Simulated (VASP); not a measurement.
Runs of VASP 6.6.1 on MgMo (L11 type). The structure is that of space group R-3m (No. 166), or close to it. The cells are those of the table. 

```tsv
task	level	cell	gap on the mesh (eV)	pressure (GPa)
electric field gradients	PBEsol	a = 5.131, b = 5.140, c = 5.149 Å, angles 32.3, 31.8, 31.3°, 2 atoms	none	0.4
electric field gradients	RPBE	a = 5.036 Å, angles 31.8°, 2 atoms	none	16.6
electric field gradients	PBEsol	a = 5.036 Å, angles 31.8°, 2 atoms	none	9.3
electric field gradients	PBEsol	a = 5.272 Å, angles 30.5°, 2 atoms	none	(b)
single point	PBEsol	a = 5.088 Å, angles 31.8°, 2 atoms	none	4.5
single point	PBEsol	a = 5.241 Å, angles 31.8°, 2 atoms	none	-6.6
single point	PBEsol	a = 5.191 Å, angles 31.8°, 2 atoms	none	(a)
electric field gradients	PBEsol	a = 5.088 Å, angles 31.8°, 2 atoms	none	4.5
```

Alike in all rows: potentials or basis VASP PAW PBE potentials, release 64 (Mg, Mo_sv); no spin polarisation; k mesh 13 × 13 × 13; cutoff (eV) 520; smearing fermi-dirac 0.03 eV.

Question: Fill in the values left out.

Answer: (a) -3.4; (b) 1.2.

Caveats: the PAW data sets were made with another functional, which shifts forces and pressure a little.

A k mesh can miss the band edges, and the runs leave out spin-orbit coupling on Mo.

A gap of «none» marks levels without a gap at the run's occupations.
